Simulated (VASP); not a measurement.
# MgO2 (R-3m) in VASP: notebook

The runs below take MgO2 through relaxation of shape and atoms at fixed volume, with r2SCAN.

Program: VASP 6.6.1. These are calculated values, not measurements. Logs are shortened: lines on timing, memory, paths and dates and some standing lists are left out, and cuts for length are marked.

### 1 The cell of the first run

It takes space group R-3m (No. 166, trigonal). Conventional cell: a = 3.086 Å, b = 3.086 Å, c = 10.214 Å, α = 90.00°, β = 90.00°, γ = 120.00°. Within 2.7 Å of Mg (site symmetry -3m) lie 6 O at 2.03 Å. Within 1.9 Å of O (site symmetry 3m) lie 1 O at 1.45 Å.

### 2 Relaxation of shape and atoms at fixed volume, r2SCAN (9.36 Å³/atom)

The input, POSCAR:

```
MgO2
1.0
    1.5432033175      0.8909688507      3.4047105266
   -1.5432033175      0.8909688507      3.4047105266
    0.0000000000     -1.7819377015      3.4047105266
Mg O
1 2
Direct
    0.0000000000      0.0000000000      0.0000000000
    0.4291110580      0.4291110580      0.4291110580
    0.5708889420      0.5708889420      0.5708889420
```

The input, INCAR.step1:

```
SYSTEM = MgO2
ALGO = Normal
EDIFF = 1E-4
ENCUT = 600
GGA = PE
ISMEAR = 0
LASPH = .True.
LCHARG = .False.
LREAL = .False.
LWAVE = .True.
NELM = 80
PREC = Accurate
SIGMA = 0.02
```

The input, INCAR.step2:

```
SYSTEM = MgO2
ALGO = Normal
EDIFF = 1E-7
EDIFFG = -0.01
ENCUT = 600
IBRION = 2
ISIF = 4
ISMEAR = 0
ISTART = 1
LASPH = .True.
LCHARG = .False.
LMIXTAU = .True.
LREAL = .False.
LWAVE = .False.
METAGGA = R2SCAN
NELM = 80
NSW = 50
PREC = Accurate
SIGMA = 0.02
```

The input, KPOINTS:

```
k-points
0
Gamma
  12 12 12
  0 0 0
```

Potentials or basis: VASP PAW PBE potentials, release 64 (Mg, O).

Run with:

```
cat potpaw_PBE.64/Mg/POTCAR potpaw_PBE.64/O/POTCAR > POTCAR
cp INCAR.step1 INCAR
mpirun -np 1 vasp_std > vasp.out
cp INCAR.step2 INCAR
mpirun -np 1 vasp_std > vasp.out
```

OUTCAR:

```text
SYSTEM = MgO2
   EDIFF = 1E-7
   EDIFFG = -0.01
   ENCUT = 600
   IBRION = 2
   ISIF = 4
   ISMEAR = 0
   ISTART = 1
   LASPH = .True.
   LREAL = .False.
   METAGGA = R2SCAN
   NELM = 80
   NSW = 50
   PREC = Accurate

 ion  position               nearest neighbor table
   1  0.000  0.000  0.000-   3 2.03   2 2.03   3 2.03   3 2.03   2 2.03   2 2.03
   2  0.429  0.429  0.429-   3 1.45   1 2.03   1 2.03   1 2.03
   3  0.571  0.571  0.571-   2 1.45   1 2.03   1 2.03   1 2.03

  LATTYP: Found a trigonal (rhomboedric) cell.
 ALAT       =     3.8428317348
 COS(alpha) =     0.6774674464

  Lattice vectors:

 A1 = (   1.5432033175,   0.8909688507,   3.4047105266)
 A2 = (  -1.5432033175,   0.8909688507,   3.4047105266)
 A3 = (   0.0000000000,  -1.7819377015,   3.4047105266)

Analysis of symmetry for initial positions (statically):
=====================================================================
 Subroutine PRICEL returns:
 Original cell was already a primitive cell.

 Routine SETGRP: Setting up the symmetry group for a
 trigonal (rhombohedral) supercell.

 Subroutine GETGRP returns: Found 12 space group operations
 (whereof 12 operations were pure point group operations)
 out of a pool of 12 trial point group operations.

The static configuration has the point symmetry D_3d.

Analysis of symmetry for dynamics (positions and initial velocities):
=====================================================================
 Subroutine PRICEL returns:
 Original cell was already a primitive cell.

 Routine SETGRP: Setting up the symmetry group for a
 trigonal (rhombohedral) supercell.

 Subroutine GETGRP returns: Found 12 space group operations
 (whereof 12 operations were pure point group operations)
 out of a pool of 12 trial point group operations.

The dynamic configuration has the point symmetry D_3d.

 Subroutine INISYM returns: Found 12 space group operations
 (whereof 12 operations are pure point group operations),
 and found     1 'primitive' translations

----------------------------------------------------------------------------------------

                                     Primitive cell

  volume of cell :      28.0878

  direct lattice vectors                    reciprocal lattice vectors
     1.543203317  0.890968851  3.404710527     0.324001377  0.187062282  0.097903575
    -1.543203317  0.890968851  3.404710527    -0.324001377  0.187062282  0.097903575
     0.000000000 -1.781937701  3.404710527     0.000000000 -0.374124565  0.097903575

  length of vectors
     3.842831735  3.842831735  3.842831735     0.386722510  0.386722510  0.386722510

  position of ions in fractional coordinates (direct lattice)
     0.000000000  0.000000000  0.000000000
     0.429111058  0.429111058  0.429111058
     0.570888942  0.570888942  0.570888942

  ion indices of the primitive-cell ions
   primitive index   ion index
                 1           1
                 2           2
                 3           3

----------------------------------------------------------------------------------------

 KPOINTS: k-points

Automatic generation of k-mesh.
 Grid dimensions read from file:
 generate k-points for:   12   12   12

 Generating k-lattice:

  Cartesian coordinates                     Fractional coordinates (reciprocal lattice)
     0.027000115  0.015588524  0.008158631     0.083333333  0.000000000  0.000000000
    -0.027000115  0.015588524  0.008158631     0.000000000  0.083333333  0.000000000
     0.000000000 -0.031177047  0.008158631    -0.000000000 -0.000000000  0.083333333

  Length of vectors
     0.032226876  0.032226876  0.032226876

  Shift w.r.t. Gamma in fractional coordinates (k-lattice)
     0.000000000  0.000000000  0.000000000

 Subroutine IBZKPT returns following result:
 ===========================================

 Found    189 irreducible k-points:

 Following reciprocal coordinates:
            Coordinates               Weight
  0.000000  0.000000  0.000000      1.000000
  0.083333 -0.000000  0.000000      6.000000
  0.166667 -0.000000  0.000000      6.000000
  0.250000 -0.000000 -0.000000      6.000000
  0.333333 -0.000000 -0.000000      6.000000
  0.416667 -0.000000 -0.000000      6.000000
[... 16 lines left out ...]
  0.500000  0.166667 -0.000000     12.000000
 -0.416667  0.166667  0.000000     12.000000
 [... further k-points ...]
   k-points           NKPTS =    189   k-points in BZ     NKDIM =    189   number of bands    NBANDS=     11
   number of dos      NEDOS =    301   number of ions     NIONS =      3
   total plane-waves  NPLWV =  32768
   dimension x,y,z NGX =    32 NGY =   32 NGZ =   32
   dimension x,y,z NGXF=    64 NGYF=   64 NGZF=   64
   ions per type =               1   2
   NGX,Y,Z   is equivalent  to a cutoff of  13.84, 13.84, 13.84 a.u.
   NGXF,Y,Z  is equivalent  to a cutoff of  27.69, 27.69, 27.69 a.u.
 SYSTEM =  MgO2
   PREC   = accura    normal or accurate (medium, high low for compatibility)
   ISTART =      1    job   : 0-new  1-cont  2-samecut
   ICHARG =      0    charge: 1-file 2-atom 10-const
   ISPIN  =      1    spin polarized calculation?
   LNONCOLLINEAR =      F non collinear calculations
   LSORBIT =      F    spin-orbit coupling
   LASPH  =      T    aspherical Exc in radial PAW
   ENCUT  =  600.0 eV  44.10 Ry    6.64 a.u.   7.68  7.68  7.68*2*pi/ulx,y,z
   NELM   =     80;   NELMIN=  2; NELMDL=  0     # of ELM steps
   EDIFF  = 0.1E-06   stopping-criterion for ELM
   LREAL  =      F    real-space projection
   EDIFFG = -.1E-01   stopping-criterion for IOM
   NSW    =     50    number of steps for IOM
   IBRION =      2    ionic relax: 0-MD 1-quasi-New 2-CG
   NFREE  =      1    steps in history (QN), initial steepest desc. (CG)
   ISIF   =      4    stress and relaxation
   ISYM   =      2    0-nonsym 1-usesym 2-fastsym
   POTIM  = 0.5000    time-step for ionic-motion
   TEBEG  =    0.0;   TEEND  =   0.0 temperature during run
   PSTRESS=    0.0 pullay stress
   NELECT =      14.0000    total number of electrons
   NUPDOWN=      -1.0000    fix difference up-down
   EMIN   =  10.00;   EMAX   =-10.00  energy-range for DOS
   EFERMI =   0.00;   METHOD = LEGACY
   ISMEAR =     0;   SIGMA  =   0.02  broadening in eV -4-tet -1-fermi 0-gaus
   EFERMI_NEDOS =   21; number of points for ismear=-14 and -15
   IALGO  =     38    algorithm
   IMIX   =      4    mixing-type and parameters
     AMIX     =   0.40;   BMIX     =  1.00
     AMIX_MAG =   1.60;   BMIX_MAG =  1.00
  volume/ion in A,a.u.               =       9.36        63.18
  Fermi-wavevector in a.u.,A,eV,Ry     =   1.298011  2.452886 22.923549  1.684833
  Thomas-Fermi vector in A             =   2.429367
   LORBIT       =      0    0 simple, 1 ext, 2 COOP (PROOUT), +10 PAW based schemes
   METAGGA = R2SCAN    functional components
   LHFCALC =     F    Hartree Fock is set to
   AEXX    =    0.0000 exact exchange contribution
   IVDW    =     0    specifies the selected vdW correction
   LEPSILON=     F    determine dielectric tensor
   LRPA    =     F    only Hartree local field effects (RPA)
 conjugate gradient relaxation of ions
 non-spin polarized calculation
 Gauss-broadening in eV      SIGMA  =   0.02
  energy-cutoff  :      600.00
  volume of cell :       28.09
 maximum number of plane-waves:       952
   NGX = 15   NGY = 15   NGZ = 15

--------------------------------------- Ionic step        1  -------------------------------------------

 number of electron      14.0000002 magnetization

 Free energy of the ion-electron system (eV)
  ---------------------------------------------------
  ext. energy  EPLUGINS =         0.00000000
  ---------------------------------------------------
  free energy    TOTEN  =       -21.53064842 eV

  energy without entropy =      -21.53064842  energy(sigma->0) =      -21.53064842

------------------------ aborting loop because EDIFF is reached ----------------------------------------

  FORCE on cell =-STRESS in cart. coord.  units (eV):
  Direction    XX          YY          ZZ          XY          YZ          ZX
  --------------------------------------------------------------------------------------
  -------------------------------------------------------------------------------------
  Total        1.3002288      1.3002288      2.3595380      0.0000000     -0.0000000      0.0000000
  in kB       74.1674340     74.1674340    134.5923703      0.0000000     -0.0000000      0.0000000
  external PRESSURE =      94.3090794 kB  Pullay stress =       0.0000000 kB
[... 170 lines left out ...]
  energy  without entropy=      -21.5352216630  energy(sigma->0) =      -21.53522166

--------------------------------------- Ionic step        6  -------------------------------------------

 number of electron      14.0000001 magnetization

 Free energy of the ion-electron system (eV)
  ---------------------------------------------------
  ext. energy  EPLUGINS =         0.00000000
  ---------------------------------------------------
  free energy    TOTEN  =       -21.53526771 eV

  energy without entropy =      -21.53526771  energy(sigma->0) =      -21.53526771

 E-fermi :   3.1561     XC(G=0): -11.2978

 val. band max:        3.0647137102   @ k =   0.5000   0.5000   0.5000
 cond. band min:       6.2930314090   @ k =   0.5000   0.5000   0.5000
 fundamental gap:      3.2283176988
 Fermi energy:         3.1560861847

 k-point     1 :       0.0000    0.0000    0.0000
  band No.  band energies     occupation
      1     -19.9206      2.00000
      2     -12.4960      2.00000
      3      -5.1297      2.00000
      4      -0.5679      2.00000
      5      -0.5679      2.00000
      6       2.1239      2.00000
      7       2.1239      2.00000
      8       8.9565      0.00000
      9       9.0181      0.00000
     10      17.0136      0.00000
     11      19.0461      0.00000
[... 309 lines left out ...]
 k-point    24 :      -0.4167    0.1667    0.0000
  band No.  band energies     occupation
      1     -19.2468      2.00000
      2     -12.8856      2.00000
      3      -4.0643      2.00000
      4      -3.1813      2.00000
      5      -1.4546      2.00000
      6       1.4326      2.00000
      7       1.6868      2.00000
      8       8.1888      0.00000
      9      13.9183      0.00000
     10      15.2854      0.00000
     11      17.7651      0.00000

 [... further k-points ...]

------------------------ aborting loop because EDIFF is reached ----------------------------------------

  FORCE on cell =-STRESS in cart. coord.  units (eV):
  Direction    XX          YY          ZZ          XY          YZ          ZX
  --------------------------------------------------------------------------------------
  -------------------------------------------------------------------------------------
  Total        1.5173198      1.5173198      1.4948133      0.0000000     -0.0000000      0.0000000
  in kB       86.5507006     86.5507006     85.2668906      0.0000000     -0.0000000      0.0000000
  external PRESSURE =      86.1227639 kB  Pullay stress =       0.0000000 kB
[... 18 lines left out ...]
  FREE ENERGIE OF THE ION-ELECTRON SYSTEM (eV)
  ---------------------------------------------------
  free  energy   TOTEN  =       -21.5352677080 eV

  energy  without entropy=      -21.5352677080  energy(sigma->0) =      -21.53526771

 reached required accuracy - stopping structural energy minimisation
```

It took 25 min on 1 thread of Oxide Virtual Turin-like, shared host; peak memory 0.22 GiB.

What came out:

- Free energy: -21.5353 eV
- Energy gained by relaxing: 1.5 meV/atom
- Ionic steps: 6
- Pressure after relaxing: 8.6 GPa
- Band gap on the k mesh: 3.23 eV

Forces on the atoms (eV/Å):
```
Mg   0.000  0.000  0.000
O    0.000  0.000 -0.003
O    0.000  0.000  0.003
```

The path:
```
step  energy change (eV)  largest force (eV/Å)  pressure (GPa)  volume (Å³)
   1              0.0000                0.4694            9.43        28.09
   2              0.0267                1.2568            7.45        28.09
   3             -0.0043                0.0495            8.77        28.09
   4             -0.0043                0.0401            8.78        28.09
   5             -0.0046                0.0170            8.69        28.09
   6             -0.0046                0.0029            8.61        28.09
```

Final structure:
```
CELL_PARAMETERS angstrom
1.53865 0.88834 3.42488
-1.53865 0.88834 3.42488
0.00000 -1.77668 3.42488
ATOMIC_POSITIONS crystal
Mg 0.00000 0.00000 0.00000
O 0.42878 0.42878 0.42878
O 0.57122 0.57122 0.57122
```

Caveat: the PAW data sets were made with another functional, which shifts forces and pressure a little.

### 3 Relaxation of shape and atoms at fixed volume, r2SCAN (9.66 Å³/atom)

This run uses another cell than the first one, of 9.66 Å³/atom.

The input, POSCAR:

```
MgO2
1.0
    1.5625347502      0.9021298586      3.4269755135
   -1.5625347502      0.9021298586      3.4269755135
    0.0000000000     -1.8042597173      3.4269755135
Mg O
1 2
Direct
    0.0000000000      0.0000000000      0.0000000000
    0.4291204726      0.4291204726      0.4291204726
    0.5708795274      0.5708795274      0.5708795274
```

The input, INCAR.step1:

```
SYSTEM = MgO2
PREC = Accurate
ENCUT = 600
ISMEAR = 0
SIGMA = 0.02
LREAL = .False.
LASPH = .True.
NELM = 80
GGA = PE
ALGO = Normal
EDIFF = 1E-4
LWAVE = .True.
LCHARG = .False.
```

The input, INCAR.step2:

```
SYSTEM = MgO2
PREC = Accurate
ENCUT = 600
EDIFF = 1E-6
ISMEAR = 0
SIGMA = 0.02
LREAL = .False.
LASPH = .True.
NELM = 80
ALGO = Normal
ISIF = 4
LWAVE = .False.
LCHARG = .False.
METAGGA = R2SCAN
LMIXTAU = .True.
IBRION = 2
NSW = 50
EDIFFG = -0.01
ISTART = 1
```

The input, KPOINTS:

```
regular mesh
0
Gamma
  12 12 12
  0 0 0
```

Potentials or basis: VASP PAW PBE potentials, release 64 (Mg, O).

Run with:

```
cat potpaw_PBE.64/Mg/POTCAR potpaw_PBE.64/O/POTCAR > POTCAR
cp INCAR.step1 INCAR
mpirun -np 1 vasp_std > vasp.out
cp INCAR.step2 INCAR
mpirun -np 1 vasp_std > vasp.out
```

Wall time 27 min (1 thread of Oxide Virtual Turin-like, shared host); peak memory 0.22 GiB.

Results (log left out):

| Property | Result |
| --- | --- |
| Free energy | -21.5717 eV |
| Energy gained by relaxing | 1.5 meV/atom |
| Ionic steps | 6 |
| Pressure after relaxing | 3.5 GPa |
| Band gap on the k mesh | 3.13 eV |

Step by step:
```
step  energy change (eV)  largest force (eV/Å)  pressure (GPa)  volume (Å³)
   1              0.0000                0.4582            4.27        28.98
   2              0.0224                1.1298            2.37        28.98
   3             -0.0042                0.0403            3.62        28.98
   4             -0.0042                0.0303            3.65        28.98
   5             -0.0044                0.0128            3.57        28.98
   6             -0.0045                0.0020            3.53        28.98
```

Final structure:
```xyz
3
Lattice="1.5587 0.8999 3.4439 -1.5587 0.8999 3.4439 0.0000 -1.7998 3.4439" Properties=species:S:1:pos:R:3 pbc="T T T"
Mg    0.0000    0.0000    0.0000
O     0.0000    0.0000    4.4292
O     0.0000    0.0000    5.9026
```

Levels at points of the mesh, in eV from the valence-band top:
```csv
k point,band 4,band 5,band 6,band 7,band 8,band 9,band 10,band 11
"(0.00, 0.00, 0.00)",-3.56,-3.56,-0.91,-0.91,5.75,5.79,13.70,15.77
"(0.50, 0.00, 0.00)",-6.50,-3.96,-1.36,-1.27,5.05,9.85,12.03,14.18
"(0.50, 0.50, 0.00)",-5.82,-4.65,-2.29,-0.20,4.37,8.94,12.57,14.34
"(0.50, 0.50, 0.50)",-4.14,-4.14,0.00,0.00,3.13,5.96,11.17,15.93
```

Caveat: the PAW data sets were made with another functional, which shifts forces and pressure a little.
